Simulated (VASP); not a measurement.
Write the native input for VASP 6.6.1 that does the following.

```
Task                   : single point
Functional             : r2SCAN
Potentials or basis    : VASP PAW PBE potentials, release 64 (Sn_d, P)
Cutoff                 : 520 eV
k mesh                 : 6 × 6 × 4
Occupations            : gaussian, width 0.1 eV
Spin                   : no spin polarisation
Dipole correction      : no
Further INCAR settings : ALGO = Normal; EDIFF = 1e-06; NBANDS = 19
```

SnP2:

```
Sn P
1.0
     3.92245    0.00000    0.00000
    -1.96122    3.39694    0.00000
     0.00000    0.00000    4.23520
Sn P
1 2
Direct
  0.00000 0.00000 0.00000
  0.33333 0.66667 0.50000
  0.66667 0.33333 0.50000
```

The input as run:

POSCAR

```
SnP2
1.0
    3.9224456630      0.0000000000      0.0000000000
   -1.9612228315      3.3969375891      0.0000000000
    0.0000000000      0.0000000000      4.2351988056
Sn P
1 2
Direct
    0.0000000000      0.0000000000      0.0000000000
    0.3333333333      0.6666666667      0.5000000000
    0.6666666667      0.3333333333      0.5000000000
```

INCAR.step1

```
SYSTEM = SnP2
PREC     = Accurate       ! precision mode
ENCUT    = 520            ! plane-wave cutoff, eV
ISMEAR   = 0              ! smearing method
SIGMA    = 0.1            ! smearing width, eV
LREAL    = .FALSE.        ! projectors in reciprocal space
LASPH    = .TRUE.         ! aspherical terms in the spheres
NELM     = 60             ! most SCF steps
NBANDS   = 19             ! bands
GGA      = PE             ! functional
ALGO     = Normal         ! electronic algorithm
EDIFF    = 1E-4           ! SCF threshold, eV
LWAVE    = .TRUE.         ! write WAVECAR
LCHARG   = .FALSE.        ! write CHGCAR
```

INCAR.step2

```
SYSTEM = SnP2
PREC     = Accurate       ! precision mode
ENCUT    = 520            ! plane-wave cutoff, eV
EDIFF    = 1E-6           ! SCF threshold, eV
ISMEAR   = 0              ! smearing method
SIGMA    = 0.1            ! smearing width, eV
LREAL    = .FALSE.        ! projectors in reciprocal space
LASPH    = .TRUE.         ! aspherical terms in the spheres
NELM     = 60             ! most SCF steps
ALGO     = Normal         ! electronic algorithm
ISIF     = 2              ! what is computed and relaxed
LWAVE    = .FALSE.        ! write WAVECAR
LCHARG   = .FALSE.        ! write CHGCAR
METAGGA  = R2SCAN         ! meta-GGA
LMIXTAU  = .TRUE.       
NBANDS   = 19             ! bands
ISTART   = 1
```

KPOINTS

```
regular mesh
0
G
  6 6 4
  0 0 0
```

Potentials or basis: VASP PAW PBE potentials, release 64 (Sn_d, P).

Launch:

```sh
$ cat potpaw_PBE.64/Sn_d/POTCAR potpaw_PBE.64/P/POTCAR > POTCAR
$ cp INCAR.step1 INCAR
$ mpirun -np 1 vasp_std > vasp.out
$ cp INCAR.step2 INCAR
$ mpirun -np 1 vasp_std > vasp.out
```

Results of the run:

* Pressure: 8.3 GPa
* Band gap on the k mesh: zero (band 12 reaches 10.66 eV, above the bottom of band 13 at 7.76 eV)

Caveat: the k points lie up to 0.37 Å⁻¹ apart; the PAW data sets were made with another functional, which shifts forces and pressure a little; spin-orbit coupling is left out, which moves the levels of the heavy elements.

Wall time 39 s on 1 thread of Intel(R) Xeon(R) Platinum 8488C (Sapphire Rapids), with other jobs on the host, peak memory 0.18 GiB.
